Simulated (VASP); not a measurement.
Wanted: the native input for a VASP 6.6.1 run.

* Task: single point
* Functional: PBE
* Potentials or basis: VASP PAW PBE potentials, release 64 (Ta_pv, C)
* Cutoff: 520 eV
* k mesh: 6 × 6 × 4
* Occupations: gaussian, width 0.1 eV
* Spin: no spin polarisation
* Dipole correction: no
* Further INCAR settings: ALGO = Normal; EDIFF = 1e-07; NBANDS = 25

The structure of Ta2C3 lies in POSCAR:

```
Ta2C3
1.0
    3.0108211381      0.0000000000      0.0000000000
   -1.5054105691      2.6074475918      0.0000000000
    0.0000000000      0.0000000000      6.4819860210
Ta C
2 3
Direct
    0.3333333333      0.6666666667      0.2085157727
    0.6666666667      0.3333333333      0.7914842273
    0.0000000000      0.0000000000      0.0000000000
    0.3333333333      0.6666666667      0.5438529794
    0.6666666667      0.3333333333      0.4561470206
```

These files were run (other wordings do the same):

INCAR

```
SYSTEM = Ta2C3
  ALGO = Normal
  EDIFF = 1E-7
  ENCUT = 520
  GGA = PE
  ISIF = 2
  ISMEAR = 0
  LASPH = .TRUE.
  LCHARG = .FALSE.
  LREAL = .FALSE.
  LWAVE = .FALSE.
  NBANDS = 25
  NELM = 80
  PREC = Accurate
  SIGMA = 0.1
```

KPOINTS

```
k-points
0
G
  6 6 4
  0 0 0
```

Potentials or basis: VASP PAW PBE potentials, release 64 (Ta_pv, C).

The run is started by

```console
$ cat potpaw_PBE.64/Ta_pv/POTCAR potpaw_PBE.64/C/POTCAR > POTCAR
$ mpirun -np 1 vasp_std > vasp.out
```

It gave:

```
Pressure               : 0.7 GPa
Largest force          : 0.012 eV/Å
Band gap on the k mesh : zero (bands 17 and 18 overlap by 2.22 eV)
```

Caveat: the k points lie up to 0.40 Å⁻¹ apart, too coarse for converged energies and pressures of a metal; spin-orbit coupling is left out, which moves the levels of the heavy elements.

Wall time 35 s on 1 thread of Intel Xeon 8259CL (shared host), peak memory 0.18 GiB.
